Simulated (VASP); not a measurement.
# Au in VASP: relaxation of the atoms with LDA

Aim: the relaxation of the atoms of Au with LDA.

All numbers are computed with VASP 6.6.1; they aren't measurements. Logs are shortened: lines on timing, memory, paths and dates and some standing lists are left out, and cuts for length are marked.

## (1) The cell of the first run

The cell holds a slab with vacuum, 7 atoms: a = 2.884 Å, b = 2.884 Å, c = 29.127 Å, α = 90.00°, β = 90.00°, γ = 60.00°.

## (2) Relaxation of the atoms, LDA

Contents of INCAR:

```
SYSTEM = Au
  PREC = Accurate
  ENCUT = 520
  EDIFF = 1E-6
  ISMEAR = 0
  SIGMA = 0.1
  LREAL = .FALSE.
  LASPH = .TRUE.
  NELM = 100
  ALGO = Normal
  ISIF = 2
  LWAVE = .FALSE.
  LCHARG = .FALSE.
  LDIPOL = .TRUE.
  IDIPOL = 3
  DIPOL = 0.5 0.5 0.500
  GGA = CA
  IBRION = 2
  NSW = 80
  EDIFFG = -0.01
```

Contents of KPOINTS:

```
regular mesh
0
G
  16 16 1
  0 0 0
```

Contents of POSCAR:

```
Au
1.0
    2.8835814537      0.0000000000      0.0000000000
    1.4417907268      2.4972547928      0.0000000000
    0.0000000000      0.0000000000     29.1266063865
Au
7
Direct
    0.0000000000      0.0000000000      0.2574965274
    0.3333333333      0.3333333333      0.3383310183
    0.6666666667      0.6666666667      0.4191655091
    0.0000000000      0.0000000000      0.5000000000
    0.3333333333      0.3333333333      0.5808344909
    0.6666666667      0.6666666667      0.6616689817
    0.0000000000      0.0000000000      0.7425034726
```

Potentials or basis: VASP PAW LDA potentials, release 64 (Au).

Run with:

```bash
$ cat potpaw_LDA.64/Au/POTCAR > POTCAR
$ mpirun -np 1 vasp_std > vasp.out
```

OUTCAR:

```text
SYSTEM = Au
   PREC = Accurate
   ENCUT = 520
   EDIFF = 1E-6
   ISMEAR = 0
   LREAL = .FALSE.
   LASPH = .TRUE.
   NELM = 100
   ISIF = 2
   GGA = CA
   IBRION = 2
   NSW = 80
   EDIFFG = -0.01

 ion  position               nearest neighbor table
   1  0.000  0.000  0.257-   2 2.88   2 2.88   2 2.88
   2  0.333  0.333  0.338-   3 2.88   3 2.88   3 2.88   1 2.88   1 2.88   1 2.88
   3  0.667  0.667  0.419-   2 2.88   2 2.88   2 2.88   4 2.88   4 2.88   4 2.88
   4  0.000  0.000  0.500-   3 2.88   5 2.88   3 2.88   5 2.88   3 2.88   5 2.88
   5  0.333  0.333  0.581-   6 2.88   6 2.88   6 2.88   4 2.88   4 2.88   4 2.88
   6  0.667  0.667  0.662-   5 2.88   5 2.88   5 2.88   7 2.88   7 2.88   7 2.88
   7  0.000  0.000  0.743-   6 2.88   6 2.88   6 2.88

  LATTYP: Found a hexagonal cell.
 ALAT       =     2.8835814537
 C/A-ratio  =    10.1008439867

  Lattice vectors:

 A1 = (  -1.4417907268,  -2.4972547928,   0.0000000000)
 A2 = (   2.8835814537,   0.0000000000,   0.0000000000)
 A3 = (   0.0000000000,   0.0000000000,  29.1266063865)

Analysis of symmetry for initial positions (statically):
=====================================================================
 Subroutine PRICEL returns:
 Original cell was already a primitive cell.

 Routine SETGRP: Setting up the symmetry group for a
 hexagonal supercell.

 Subroutine GETGRP returns: Found 12 space group operations
 (whereof 12 operations were pure point group operations)
 out of a pool of 24 trial point group operations.

The static configuration has the point symmetry D_3d.

Analysis of symmetry for dynamics (positions and initial velocities):
=====================================================================
 Subroutine PRICEL returns:
 Original cell was already a primitive cell.

 Routine SETGRP: Setting up the symmetry group for a
 hexagonal supercell.

 Subroutine GETGRP returns: Found 12 space group operations
 (whereof 12 operations were pure point group operations)
 out of a pool of 24 trial point group operations.

The dynamic configuration has the point symmetry D_3d.

 Subroutine INISYM returns: Found 12 space group operations
 (whereof 12 operations are pure point group operations),
 and found     1 'primitive' translations

----------------------------------------------------------------------------------------

                                     Primitive cell

  volume of cell :     209.7418

  direct lattice vectors                    reciprocal lattice vectors
     2.883581454  0.000000000  0.000000000     0.346790967 -0.200219858  0.000000000
     1.441790727  2.497254793  0.000000000     0.000000000  0.400439716  0.000000000
     0.000000000  0.000000000 29.126606387     0.000000000  0.000000000  0.034332870

  length of vectors
     2.883581454  2.883581454 29.126606387     0.400439716  0.400439716  0.034332870

  position of ions in fractional coordinates (direct lattice)
     0.000000000  0.000000000  0.257496527
     0.333333333  0.333333333  0.338331018
     0.666666667  0.666666667  0.419165509
     0.000000000  0.000000000  0.500000000
     0.333333333  0.333333333  0.580834491
     0.666666667  0.666666667  0.661668982
     0.000000000  0.000000000  0.742503473

  ion indices of the primitive-cell ions
   primitive index   ion index
                 1           1
                 2           2
                 3           3
                 4           4
                 5           5
                 6           6
                 7           7

----------------------------------------------------------------------------------------

 KPOINTS: regular mesh

Automatic generation of k-mesh.
 Grid dimensions read from file:
 generate k-points for:   16   16    1

 Generating k-lattice:

  Cartesian coordinates                     Fractional coordinates (reciprocal lattice)
     0.021674435 -0.012513741  0.000000000     0.062500000 -0.000000000  0.000000000
     0.000000000  0.025027482  0.000000000     0.000000000  0.062500000  0.000000000
     0.000000000  0.000000000  0.034332870     0.000000000  0.000000000  1.000000000

  Length of vectors
     0.025027482  0.025027482  0.034332870

  Shift w.r.t. Gamma in fractional coordinates (k-lattice)
     0.000000000  0.000000000  0.000000000

 Subroutine IBZKPT returns following result:
 ===========================================

 Found     30 irreducible k-points:

 Following reciprocal coordinates:
            Coordinates               Weight
  0.000000  0.000000  0.000000      1.000000
  0.062500  0.000000  0.000000      6.000000
  0.125000  0.000000  0.000000      6.000000
  0.187500  0.000000  0.000000      6.000000
  0.250000  0.000000  0.000000      6.000000
  0.312500  0.000000  0.000000      6.000000
[... 16 lines left out ...]
  0.375000  0.187500  0.000000      6.000000
  0.437500  0.187500  0.000000     12.000000
 [... further k-points ...]
   k-points           NKPTS =     30   k-points in BZ     NKDIM =     30   number of bands    NBANDS=     46
   number of dos      NEDOS =    301   number of ions     NIONS =      7
   total plane-waves  NPLWV = 129024
   dimension x,y,z NGX =    24 NGY =   24 NGZ =  224
   dimension x,y,z NGXF=    48 NGYF=   48 NGZF=  448
   ions per type =               7
   NGX,Y,Z   is equivalent  to a cutoff of  13.84, 13.84, 12.79 a.u.
   NGXF,Y,Z  is equivalent  to a cutoff of  27.67, 27.67, 25.57 a.u.
 SYSTEM =  Au
   PREC   = accura    normal or accurate (medium, high low for compatibility)
   ISTART =      0    job   : 0-new  1-cont  2-samecut
   ICHARG =      2    charge: 1-file 2-atom 10-const
   ISPIN  =      1    spin polarized calculation?
   LNONCOLLINEAR =      F non collinear calculations
   LSORBIT =      F    spin-orbit coupling
   LASPH  =      T    aspherical Exc in radial PAW
   ENCUT  =  520.0 eV  38.22 Ry    6.18 a.u.   5.36  5.36 54.16*2*pi/ulx,y,z
   NELM   =    100;   NELMIN=  2; NELMDL= -5     # of ELM steps
   EDIFF  = 0.1E-05   stopping-criterion for ELM
   LREAL  =      F    real-space projection
   EDIFFG = -.1E-01   stopping-criterion for IOM
   NSW    =     80    number of steps for IOM
   IBRION =      2    ionic relax: 0-MD 1-quasi-New 2-CG
   NFREE  =      1    steps in history (QN), initial steepest desc. (CG)
   ISIF   =      2    stress and relaxation
   ISYM   =      2    0-nonsym 1-usesym 2-fastsym
   POTIM  = 0.5000    time-step for ionic-motion
   TEBEG  =    0.0;   TEEND  =   0.0 temperature during run
   PSTRESS=    0.0 pullay stress
   NELECT =      77.0000    total number of electrons
   NUPDOWN=      -1.0000    fix difference up-down
   EMIN   =  10.00;   EMAX   =-10.00  energy-range for DOS
   EFERMI =   0.00;   METHOD = LEGACY
   ISMEAR =     0;   SIGMA  =   0.10  broadening in eV -4-tet -1-fermi 0-gaus
   EFERMI_NEDOS =   21; number of points for ismear=-14 and -15
   IALGO  =     38    algorithm
   IMIX   =      4    mixing-type and parameters
     AMIX     =   0.40;   BMIX     =  1.00
     AMIX_MAG =   1.60;   BMIX_MAG =  1.00
  volume/ion in A,a.u.               =      29.96       202.20
  Fermi-wavevector in a.u.,A,eV,Ry     =   1.172223  2.215179 18.695844  1.374106
  Thomas-Fermi vector in A             =   2.308654
   LORBIT       =      0    0 simple, 1 ext, 2 COOP (PROOUT), +10 PAW based schemes
   GGA     = CA    functional components
   LHFCALC =     F    Hartree Fock is set to
   AEXX    =    0.0000 exact exchange contribution
   IVDW    =     0    specifies the selected vdW correction
   LEPSILON=     F    determine dielectric tensor
   LRPA    =     F    only Hartree local field effects (RPA)
 conjugate gradient relaxation of ions
 non-spin polarized calculation
 Gauss-broadening in eV      SIGMA  =   0.10
  energy-cutoff  :      520.00
  volume of cell :      209.74
 maximum number of plane-waves:      5737
 NGX is ok and might be reduce to    24
   NGX = 11   NGY = 11   NGZ =109

--------------------------------------- Ionic step        1  -------------------------------------------

 number of electron      77.0000014 magnetization

 Free energy of the ion-electron system (eV)
  ---------------------------------------------------
  ext. energy  EPLUGINS =         0.00000000
  ---------------------------------------------------
  free energy    TOTEN  =       -30.03427956 eV

  energy without entropy =      -30.01692571  energy(sigma->0) =      -30.02560263

------------------------ aborting loop because EDIFF is reached ----------------------------------------

  FORCE on cell =-STRESS in cart. coord.  units (eV):
  Direction    XX          YY          ZZ          XY          YZ          ZX
  --------------------------------------------------------------------------------------
  -------------------------------------------------------------------------------------
  Total       -5.6690155     -5.6690155     -2.3551263      0.0000000      0.0000000     -0.0000000
  in kB      -43.3045234    -43.3045234    -17.9903582      0.0000000      0.0000000     -0.0000000
  external PRESSURE =     -34.8664683 kB  Pullay stress =       0.0000000 kB
[... 104 lines left out ...]
  FREE ENERGIE OF THE ION-ELECTRON SYSTEM (eV)
  ---------------------------------------------------
  free  energy   TOTEN  =       -30.0397603378 eV

  energy  without entropy=      -30.0217314604  energy(sigma->0) =      -30.03074590

[... ionic steps 4 to 11 ...]

--------------------------------------- Ionic step       12  -------------------------------------------

 number of electron      77.0000011 magnetization

------------------------ aborting loop because EDIFF is reached ----------------------------------------
[... 36 lines left out ...]
--------------------------------------- Ionic step       13  -------------------------------------------

 number of electron      77.0000011 magnetization

 dipolmoment           0.000000      0.000000      0.000000 electrons x Angstroem

------------------------ aborting loop because EDIFF is reached ----------------------------------------

  FORCE on cell =-STRESS in cart. coord.  units (eV):
  Direction    XX          YY          ZZ          XY          YZ          ZX
  --------------------------------------------------------------------------------------
  -------------------------------------------------------------------------------------
  Total       -3.6646250     -3.6646250     -0.0584565      0.0000000      0.0000000     -0.0000000
  in kB      -27.9933682    -27.9933682     -0.4465379      0.0000000      0.0000000     -0.0000000
  external PRESSURE =     -18.8110914 kB  Pullay stress =       0.0000000 kB
[... 28 lines left out ...]
--------------------------------------- Ionic step       14  -------------------------------------------

 number of electron      77.0000011 magnetization

 dipolmoment           0.000000      0.000000     -0.000000 electrons x Angstroem

 Free energy of the ion-electron system (eV)
  ---------------------------------------------------
  ext. energy  EPLUGINS =         0.00000000
  ---------------------------------------------------
  free energy    TOTEN  =       -30.05624219 eV

  energy without entropy =      -30.03843628  energy(sigma->0) =      -30.04733923

 E-fermi :   2.8637     XC(G=0):  -7.9036

 val. band max:        2.8539716874   @ k =   0.3750   0.1250   0.0000
 cond. band min:       2.9051334424   @ k =   0.3750   0.0625   0.0000
 fundamental gap:      0.0511617551
 Fermi energy:         2.8636610400

 k-point     1 :       0.0000    0.0000    0.0000
  band No.  band energies     occupation
      1      -7.0895      2.00000
      2      -6.5550      2.00000
      3      -5.8135      2.00000
      4      -5.0527      2.00000
      5      -4.6736      2.00000
      6      -4.3875      2.00000
[... 1165 lines left out ...]
     45       9.3752      0.00000
     46       9.5997      0.00000

 [... further k-points ...]

------------------------ aborting loop because EDIFF is reached ----------------------------------------

 vacuum level on the upper side and lower side of the slab       (xc-potential included)        -0.115        -0.115

  FORCE on cell =-STRESS in cart. coord.  units (eV):
  Direction    XX          YY          ZZ          XY          YZ          ZX
  --------------------------------------------------------------------------------------
  -------------------------------------------------------------------------------------
  Total       -3.6619791     -3.6619791     -0.0479415      0.0000000      0.0000000     -0.0000000
  in kB      -27.9731570    -27.9731570     -0.3662157      0.0000000      0.0000000     -0.0000000
  external PRESSURE =     -18.7708432 kB  Pullay stress =       0.0000000 kB
[... 22 lines left out ...]
  FREE ENERGIE OF THE ION-ELECTRON SYSTEM (eV)
  ---------------------------------------------------
  free  energy   TOTEN  =       -30.0562421857 eV

  energy  without entropy=      -30.0384362797  energy(sigma->0) =      -30.04733923

 reached required accuracy - stopping structural energy minimisation

 vacuum level on the upper side and lower side of the slab         8.297         8.297
```

It took 29 min on 1 thread of AMD EPYC 9R45 (Zen 5), shared host; peak memory 0.37 GiB.

Results:

| Quantity | Value |
| --- | --- |
| Free energy | -30.0562 eV |
| Energy gained by relaxing | 3.1 meV/atom |
| Ionic steps | 14 |
| Largest force after relaxing | 0.004 eV/Å |
| Band gap on the k mesh | zero (an odd number of electrons rules out a gap without spin polarisation) |

Forces in eV/Å, atoms in the order of the input:
```
Au   0.000  0.000 -0.004
Au   0.000  0.000  0.002
Au   0.000  0.000 -0.003
Au   0.000  0.000  0.000
Au   0.000  0.000  0.003
Au   0.000  0.000 -0.002
Au   0.000  0.000  0.004
```

The path:
| step | energy change (eV) | largest force (eV/Å) | pressure (GPa) |
| --- | --- | --- | --- |
| 1 | 0.0000 | 0.1167 | -3.49 |
| 2 | -0.0019 | 0.0941 | -3.43 |
| 3 | -0.0055 | 0.1128 | -3.27 |
| 4 | -0.0023 | 0.2989 | -2.89 |
| 5 | -0.0060 | 0.1510 | -3.17 |
| 6 | -0.0074 | 0.1462 | -3.12 |
| 7 | -0.0110 | 0.1302 | -2.95 |
| 8 | -0.0167 | 0.0982 | -2.62 |
| 9 | -0.0213 | 0.0458 | -1.92 |
| 10 | -0.0218 | 0.0197 | -1.90 |
| 11 | -0.0219 | 0.0140 | -1.88 |
| 12 | -0.0219 | 0.0122 | -1.88 |
| 13 | -0.0219 | 0.0145 | -1.88 |
| 14 | -0.0220 | 0.0035 | -1.88 |

Final structure:
```cif
data_structure
_symmetry_space_group_name_H-M 'P 1'
_symmetry_Int_Tables_number 1
_cell_length_a 2.8836
_cell_length_b 2.8836
_cell_length_c 29.1266
_cell_angle_alpha 90.000
_cell_angle_beta 90.000
_cell_angle_gamma 60.000
_cell_volume 209.74
loop_
_atom_site_label
_atom_site_type_symbol
_atom_site_fract_x
_atom_site_fract_y
_atom_site_fract_z
_atom_site_occupancy
Au1 Au 0.00000 0.00000 0.26181 1
Au2 Au 0.33333 0.33333 0.34162 1
Au3 Au 0.66667 0.66667 0.42074 1
Au4 Au 0.00000 0.00000 0.50000 1
Au5 Au 0.33333 0.33333 0.57926 1
Au6 Au 0.66667 0.66667 0.65838 1
Au7 Au 0.00000 0.00000 0.73819 1
```

Caveat: spin-orbit coupling is left out, which moves the levels of the heavy elements.

The gap in the log of VASP goes by the Fermi energy; the results here count the filled bands.